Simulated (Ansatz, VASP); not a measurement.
Cu: VASP beside Ansatz

```
CELL_PARAMETERS angstrom
2.86822 0.00000 0.00000
-1.43411 2.48395 0.00000
0.00000 0.00000 4.65482
ATOMIC_POSITIONS crystal
Cu 0.33333 0.66667 0.25000
Cu 0.66667 0.33333 0.75000
```

Alike in both runs: task single point; functional PBE; k mesh 6 × 6 × 4; occupations tetrahedron; no spin polarisation.

|  | VASP | Ansatz |
| --- | --- | --- |
| version | VASP 6.6.1 | Ansatz 0.2.0 |
| potentials or method | VASP PAW PBE potentials, release 64 (Cu), cutoff 600 eV | scalar-relativistic, plane waves, PAW |
| valence electrons in the cell | 22 | 38 |

```tsv
	VASP	Ansatz	Ansatz less VASP
gap on the k mesh at the Fermi level (eV)	none	none	-
pressure (GPa)	-18.5	-20.1	-1.59
traceless stress, the component that is largest in VASP (GPa)	-0.67	-0.78	-0.104
```

A gap of «none» marks a metal or a gap that the smearing closes. VASP's potentials hold 22 valence electrons a cell and Ansatz's 38, so a difference there can come from the potentials and not from the codes. Ansatz's warnings: band table not solved further, tetrahedron derivatives may miss energy slope.

The k mesh is coarse, so the values compare programs but aren't converged.
